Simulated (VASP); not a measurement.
# TaSi2 (C2) in VASP: a series of runs

Runs on TaSi2. Level: PBEsol. Tasks: single point.

Program: VASP 6.6.1. These are calculated values, not measurements. Logs are shortened: lines on timing, memory, paths and dates and some standing lists are left out, and cuts for length are marked.

## (1) The cell of the first run

Symmetry: C2, No. 5, monoclinic system. Conventional cell: a = 8.247 Å, b = 4.761 Å, c = 6.558 Å, α = 90.00°, β = 90.00°, γ = 90.00°. Ta (site symmetry 2) has 8 Si at 2.35 to 2.84 Å within 3.1 Å. Within 3.4 Å of Ta (site symmetry 1) lie 10 Si at 2.60 to 2.81 Å and 3 Ta at 3.10 to 3.23 Å. Within 3.1 Å of Si (site symmetry 1) lie 4 Ta at 2.35 to 2.84 Å and 5 Si at 2.55 to 2.81 Å. Si (site symmetry 1) has 9 Si at 2.55 to 3.31 Å and 5 Ta at 2.60 to 2.83 Å within 3.4 Å. Within 3.2 Å of Si (site symmetry 1) lie 5 Ta at 2.42 to 2.81 Å and 7 Si at 2.55 to 3.15 Å.

## (2) Single point, PBEsol (atom 1 (Ta) moved by -0.428 Å along [1 0 0] and +0.000 Å along [0 0 1])

INCAR

```
SYSTEM = TaSi2
  ALGO = Normal
  EDIFF = 1E-6
  ENCUT = 520
  GGA = PS
  ISIF = 2
  ISMEAR = 0
  LASPH = .True.
  LCHARG = .False.
  LREAL = .False.
  LWAVE = .False.
  NBANDS = 38
  NELM = 80
  PREC = Accurate
  SIGMA = 0.15
```

KPOINTS

```
k-points
0
Gamma
  9 9 6
  0 0 0
```

POSCAR

```
TaSi2
1.0
    4.7613605622      0.0000000000      0.0000000000
   -2.3806802811      4.1234592035      0.0000000000
    0.0000000000      0.0000000000      6.5581204410
Ta Si
3 6
Direct
    0.4101097272      0.0000000000      0.0000000000
    0.5000000000      0.5000000000      0.6666666667
    0.0000000000      0.5000000000      0.3333333333
    0.1592624125      0.3185248251      0.0000000000
    0.8407375875      0.1592624125      0.6666666667
    0.6814751749      0.8407375875      0.3333333333
    0.8407375875      0.6814751749      0.0000000000
    0.1592624125      0.8407375875      0.6666666667
    0.3185248251      0.1592624125      0.3333333333
```

Potentials or basis: VASP PAW PBE potentials, release 64 (Ta_pv, Si).

Launch:

```bash
$ cat potpaw_PBE.64/Ta_pv/POTCAR potpaw_PBE.64/Si/POTCAR > POTCAR
$ mpirun -np 1 vasp_std > vasp.out
```

OUTCAR:

```text
SYSTEM = TaSi2
   EDIFF = 1E-6
   ENCUT = 520
   GGA = PS
   ISIF = 2
   ISMEAR = 0
   LASPH = .True.
   LREAL = .False.
   NELM = 80
   PREC = Accurate

 ion  position               nearest neighbor table
   1  0.410  0.000  0.000-   7 2.35   4 2.35   9 2.42   8 2.42   6 2.83   5 2.83   4 2.84   7 2.84
                             2 3.10   3 3.10   4 3.10   7 3.10   2 3.41   3 3.41
   2  0.500  0.500  0.667-   4 2.60   7 2.60   6 2.60   9 2.60   8 2.72   5 2.72   8 2.72   5 2.72
                             8 2.81   5 2.81   1 3.10   3 3.23   3 3.23   1 3.41
   3  0.000  0.500  0.333-   4 2.60   7 2.60   5 2.60   8 2.60   9 2.72   6 2.72   9 2.72   6 2.72
                             6 2.81   9 2.81   1 3.10   2 3.23   2 3.23   1 3.41
   4  0.159  0.319  0.000-   1 2.35   5 2.55   9 2.55   3 2.60   2 2.60   7 2.63   7 2.81   7 2.81
                             1 2.84   1 3.10
   5  0.841  0.159  0.667-   4 2.55   6 2.55   3 2.60   8 2.63   2 2.72   2 2.72   2 2.81   8 2.81
                             8 2.81   1 2.83
   6  0.681  0.841  0.333-   7 2.55   5 2.55   2 2.60   9 2.63   3 2.72   3 2.72   3 2.81   9 2.81
                             9 2.81   1 2.83
   7  0.841  0.681  0.000-   1 2.35   8 2.55   6 2.55   3 2.60   2 2.60   4 2.63   4 2.81   4 2.81
                             1 2.84   1 3.10
   8  0.159  0.841  0.667-   1 2.42   7 2.55   9 2.55   3 2.60   5 2.63   2 2.72   2 2.72   2 2.81
                             5 2.81   5 2.81
   9  0.319  0.159  0.333-   1 2.42   4 2.55   8 2.55   2 2.60   6 2.63   3 2.72   3 2.72   3 2.81
                             6 2.81   6 2.81

  LATTYP: Found a hexagonal cell.
 ALAT       =     4.7613605622
 C/A-ratio  =     1.3773627003

  Lattice vectors:

 A1 = (   4.7613605622,   0.0000000000,   0.0000000000)
 A2 = (  -2.3806802811,   4.1234592035,   0.0000000000)
 A3 = (   0.0000000000,   0.0000000000,   6.5581204410)

Analysis of symmetry for initial positions (statically):
=====================================================================
 Subroutine PRICEL returns:
 Original cell was already a primitive cell.

 Routine SETGRP: Setting up the symmetry group for a
 hexagonal supercell.

 Subroutine GETGRP returns: Found  2 space group operations
 (whereof  2 operations were pure point group operations)
 out of a pool of 24 trial point group operations.

The static configuration has the point symmetry C_2 .

Analysis of symmetry for dynamics (positions and initial velocities):
=====================================================================
 Subroutine PRICEL returns:
 Original cell was already a primitive cell.

 Routine SETGRP: Setting up the symmetry group for a
 hexagonal supercell.

 Subroutine GETGRP returns: Found  2 space group operations
 (whereof  2 operations were pure point group operations)
 out of a pool of 24 trial point group operations.

The dynamic configuration has the point symmetry C_2 .

 Subroutine INISYM returns: Found  2 space group operations
 (whereof  2 operations are pure point group operations),
 and found     1 'primitive' translations

----------------------------------------------------------------------------------------

                                     Primitive cell

  volume of cell :     128.7574

  direct lattice vectors                    reciprocal lattice vectors
     4.761360562  0.000000000  0.000000000     0.210024002  0.121257414  0.000000000
    -2.380680281  4.123459204  0.000000000     0.000000000  0.242514828  0.000000000
     0.000000000  0.000000000  6.558120441     0.000000000  0.000000000  0.152482713

  length of vectors
     4.761360562  4.761360562  6.558120441     0.242514828  0.242514828  0.152482713

  position of ions in fractional coordinates (direct lattice)
     0.410109727  0.000000000  0.000000000
     0.500000000  0.500000000  0.666666667
     0.000000000  0.500000000  0.333333333
     0.159262412  0.318524825  0.000000000
     0.840737588  0.159262412  0.666666667
     0.681475175  0.840737588  0.333333333
     0.840737588  0.681475175  0.000000000
     0.159262412  0.840737588  0.666666667
     0.318524825  0.159262412  0.333333333

  ion indices of the primitive-cell ions
   primitive index   ion index
                 1           1
                 2           2
                 3           3
                 4           4
                 5           5
                 6           6
                 7           7
                 8           8
                 9           9

----------------------------------------------------------------------------------------

 KPOINTS: k-points

Automatic generation of k-mesh.
 Grid dimensions read from file:
 generate k-points for:    9    9    6

 Generating k-lattice:

  Cartesian coordinates                     Fractional coordinates (reciprocal lattice)
     0.023336000  0.013473046  0.000000000     0.111111111  0.000000000  0.000000000
     0.000000000  0.026946092  0.000000000     0.000000000  0.111111111  0.000000000
     0.000000000  0.000000000  0.025413786     0.000000000  0.000000000  0.166666667

  Length of vectors
     0.026946092  0.026946092  0.025413786

  Shift w.r.t. Gamma in fractional coordinates (k-lattice)
     0.000000000  0.000000000  0.000000000

 Subroutine IBZKPT returns following result:
 ===========================================

 Found    140 irreducible k-points:

 Following reciprocal coordinates:
            Coordinates               Weight
  0.000000  0.000000  0.000000      1.000000
  0.111111  0.000000  0.000000      4.000000
  0.000000  0.111111  0.000000      2.000000
  0.222222 -0.000000  0.000000      4.000000
  0.000000  0.222222  0.000000      2.000000
  0.333333 -0.000000  0.000000      4.000000
[... 16 lines left out ...]
 -0.222222 -0.444444  0.000000      4.000000
  0.444444  0.333333  0.000000      4.000000
 [... further k-points ...]
   k-points           NKPTS =    140   k-points in BZ     NKDIM =    140   number of bands    NBANDS=     38
   number of dos      NEDOS =    301   number of ions     NIONS =      9
   total plane-waves  NPLWV =  64800
   dimension x,y,z NGX =    36 NGY =   36 NGZ =   50
   dimension x,y,z NGXF=    72 NGYF=   72 NGZF=  100
   ions per type =               3   6
   NGX,Y,Z   is equivalent  to a cutoff of  12.57, 12.57, 12.67 a.u.
   NGXF,Y,Z  is equivalent  to a cutoff of  25.14, 25.14, 25.35 a.u.
 SYSTEM =  TaSi2
   PREC   = accura    normal or accurate (medium, high low for compatibility)
   ISTART =      0    job   : 0-new  1-cont  2-samecut
   ICHARG =      2    charge: 1-file 2-atom 10-const
   ISPIN  =      1    spin polarized calculation?
   LNONCOLLINEAR =      F non collinear calculations
   LSORBIT =      F    spin-orbit coupling
   LASPH  =      T    aspherical Exc in radial PAW
   ENCUT  =  520.0 eV  38.22 Ry    6.18 a.u.   8.85  8.85 12.19*2*pi/ulx,y,z
   NELM   =     80;   NELMIN=  2; NELMDL= -5     # of ELM steps
   EDIFF  = 0.1E-05   stopping-criterion for ELM
   LREAL  =      F    real-space projection
   EDIFFG = 0.1E-04   stopping-criterion for IOM
   NSW    =      0    number of steps for IOM
   IBRION =     -1    ionic relax: 0-MD 1-quasi-New 2-CG
   NFREE  =      0    steps in history (QN), initial steepest desc. (CG)
   ISIF   =      2    stress and relaxation
   ISYM   =      2    0-nonsym 1-usesym 2-fastsym
   POTIM  = 0.5000    time-step for ionic-motion
   TEBEG  =    0.0;   TEEND  =   0.0 temperature during run
   PSTRESS=    0.0 pullay stress
   NELECT =      57.0000    total number of electrons
   NUPDOWN=      -1.0000    fix difference up-down
   EMIN   =  10.00;   EMAX   =-10.00  energy-range for DOS
   EFERMI =   0.00;   METHOD = LEGACY
   ISMEAR =     0;   SIGMA  =   0.15  broadening in eV -4-tet -1-fermi 0-gaus
   EFERMI_NEDOS =   21; number of points for ismear=-14 and -15
   IALGO  =     38    algorithm
   IMIX   =      4    mixing-type and parameters
     AMIX     =   0.40;   BMIX     =  1.00
     AMIX_MAG =   1.60;   BMIX_MAG =  1.00
  volume/ion in A,a.u.               =      14.31        96.54
  Fermi-wavevector in a.u.,A,eV,Ry     =   1.247697  2.357805 21.180833  1.556747
  Thomas-Fermi vector in A             =   2.381817
   LORBIT       =      0    0 simple, 1 ext, 2 COOP (PROOUT), +10 PAW based schemes
   GGA     = PS    functional components
   LHFCALC =     F    Hartree Fock is set to
   AEXX    =    0.0000 exact exchange contribution
   IVDW    =     0    specifies the selected vdW correction
   LEPSILON=     F    determine dielectric tensor
   LRPA    =     F    only Hartree local field effects (RPA)
 non-spin polarized calculation
 Gauss-broadening in eV      SIGMA  =   0.15
  energy-cutoff  :      520.00
  volume of cell :      128.76
 maximum number of plane-waves:      3501
   NGX = 17   NGY = 17   NGZ = 25

 number of electron      56.9999999 magnetization

 Free energy of the ion-electron system (eV)
  ---------------------------------------------------
  ext. energy  EPLUGINS =         0.00000000
  ---------------------------------------------------
  free energy    TOTEN  =       -75.54743873 eV

  energy without entropy =      -75.50495904  energy(sigma->0) =      -75.52619888

 E-fermi :   9.3810     XC(G=0): -12.1822

 val. band max:        9.3805180048   @ k =   0.4444  -0.0000   0.5000
 cond. band min:       9.3838212081   @ k =   0.3333   0.1111   0.0000
 fundamental gap:      0.0033032033
 Fermi energy:         9.3810266894

 k-point     1 :       0.0000    0.0000    0.0000
  band No.  band energies     occupation
      1     -24.9415      2.00000
      2     -24.9154      2.00000
      3     -24.9097      2.00000
      4     -24.8270      2.00000
      5     -24.8215      2.00000
      6     -24.7640      2.00000
[... 30 lines left out ...]
     37      13.3330      0.00000
     38      13.6603      0.00000
[... 941 lines left out ...]
     37      12.8362      0.00000
     38      13.2192      0.00000

 [... further k-points ...]

------------------------ aborting loop because EDIFF is reached ----------------------------------------

  FORCE on cell =-STRESS in cart. coord.  units (eV):
  Direction    XX          YY          ZZ          XY          YZ          ZX
  --------------------------------------------------------------------------------------
  -------------------------------------------------------------------------------------
  Total        8.2181589      3.0443078      4.5592831      0.0000000      2.5958532      0.0000000
  in kB      102.2616872     37.8814838     56.7328994      0.0000000     32.3011916      0.0000000
  external PRESSURE =      65.6253568 kB  Pullay stress =       0.0000000 kB

 VOLUME and BASIS-vectors are now :
 -----------------------------------------------------------------------------
  energy-cutoff  :      520.00
  volume of cell :      128.76
      direct lattice vectors                 reciprocal lattice vectors
     4.761360562  0.000000000  0.000000000     0.210024002  0.121257414  0.000000000
    -2.380680281  4.123459204  0.000000000     0.000000000  0.242514828  0.000000000
     0.000000000  0.000000000  6.558120441     0.000000000  0.000000000  0.152482713

 POSITION                                       TOTAL-FORCE (eV/Angst)
 -----------------------------------------------------------------------------------
      1.95268      0.00000      0.00000         8.975915      0.000000      0.000000
      1.19034      2.06173      4.37208        -0.912015     -0.387419     -0.075411
     -1.19034      2.06173      2.18604        -0.912015      0.387419      0.075411
     -0.00000      1.31342      0.00000        -2.509157      1.206687      0.137972
      3.62390      0.65671      4.37208        -0.622424     -0.125954      0.483943
      1.24322      3.46675      2.18604        -0.622424      0.125954     -0.483943
      2.38068      2.81004      0.00000        -2.509157     -1.206687     -0.137972
     -1.24322      3.46675      4.37208        -0.444361     -0.420409     -1.307471
      1.13746      0.65671      2.18604        -0.444361      0.420409      1.307471
 -----------------------------------------------------------------------------------
    total drift:                                0.000243     -0.000000      0.000000

  FREE ENERGIE OF THE ION-ELECTRON SYSTEM (eV)
  ---------------------------------------------------
  free  energy   TOTEN  =       -75.5474387269 eV

  energy  without entropy=      -75.5049590358  energy(sigma->0) =      -75.52619888
```

It took 5.4 min on 1 thread of Intel Xeon Platinum 8488C (Sapphire Rapids), shared host; peak memory 0.61 GiB.

Results:

```
Free energy   : -75.5474 eV
Pressure      : 6.6 GPa
Largest force : 8.976 eV/Å
```

Forces in eV/Å, atoms in the order of the input:
```
Ta   8.976  0.000  0.000
Ta  -0.912 -0.387 -0.075
Ta  -0.912  0.387  0.075
Si  -2.509  1.207  0.138
Si  -0.622 -0.126  0.484
Si  -0.622  0.126 -0.484
Si  -2.509 -1.207 -0.138
Si  -0.444 -0.420 -1.307
Si  -0.444  0.420  1.307
```

Stress tensor (GPa, compression positive):
```
10.23  0.00  0.00
 0.00  3.79  3.23
 0.00  3.23  5.67
```

Caveat: the cell differs from its parent crystal (atom 1 (Ta) moved by -0.428 Å along [1 0 0] and +0.000 Å along [0 0 1]); the PAW data sets were made with another functional, which shifts forces and pressure a little; spin-orbit coupling is left out, which moves the levels of the heavy elements.

## (3) Single point, PBEsol (atom 1 (Ta) moved by -0.856 Å along [1 0 0] and +0.000 Å along [0 0 1])

INCAR

```
SYSTEM = TaSi2
ALGO = Normal
EDIFF = 1E-6
ENCUT = 520
GGA = PS
ISIF = 2
ISMEAR = 0
LASPH = .TRUE.
LCHARG = .TRUE.
LELF = .TRUE.
LREAL = .FALSE.
LVHAR = .TRUE.
LWAVE = .FALSE.
NBANDS = 38
NELM = 80
PREC = Accurate
SIGMA = 0.15
```

KPOINTS

```
k-points
0
G
  9 9 6
  0 0 0
```

Changes to POSCAR since step 2:

```diff
@@ -8,3 +8,3 @@
 Direct
-    0.4101097272      0.0000000000      0.0000000000
+    0.3202194543      0.0000000000      0.0000000000
     0.5000000000      0.5000000000      0.6666666667
```

Potentials or basis: VASP PAW PBE potentials, release 64 (Ta_pv, Si).

Launch:

```bash
$ cat potpaw_PBE.64/Ta_pv/POTCAR potpaw_PBE.64/Si/POTCAR > POTCAR
$ mpirun -np 1 vasp_std > vasp.out
```

Wall time 20 min (1 thread of Oxide Virtual Turin-like, shared host); peak memory 0.58 GiB.

The run converged. Its results:

```
Free energy   : -68.7522 eV
Pressure      : 25.5 GPa
Largest force : 24.052 eV/Å
```

Forces in eV/Å, atoms in the order of the input:
```
Ta  24.052  0.000  0.000
Ta  -1.548 -0.367 -0.406
Ta  -1.548  0.367  0.406
Si  -9.109  7.350  0.324
Si  -1.050 -0.156  0.405
Si  -1.050  0.156 -0.405
Si  -9.109 -7.350 -0.324
Si  -0.318 -1.047 -2.858
Si  -0.318  1.047  2.858
```

Stress tensor (GPa, compression positive):
```
35.31  0.00  0.00
 0.00 23.85  5.78
 0.00  5.78 17.46
```

Levels at points of the mesh, in eV from the Fermi level:
```
           k point  band 24  band 25  band 26  band 27  band 28  band 29  band 30  band 31  band 32  band 33
(0.00, 0.00, 0.00)    -2.56    -2.14    -1.58    -1.57    -1.18    -0.82     0.48     1.48     1.67     2.21
(0.00, 0.00, 0.50)    -2.14    -1.77    -1.61    -1.47    -1.03     0.51     0.60     1.05     1.86     1.99
```

Caveat: the cell differs from its parent crystal (atom 1 (Ta) moved by -0.856 Å along [1 0 0] and +0.000 Å along [0 0 1]); the PAW data sets were made with another functional, which shifts forces and pressure a little; spin-orbit coupling is left out, which moves the levels of the heavy elements.
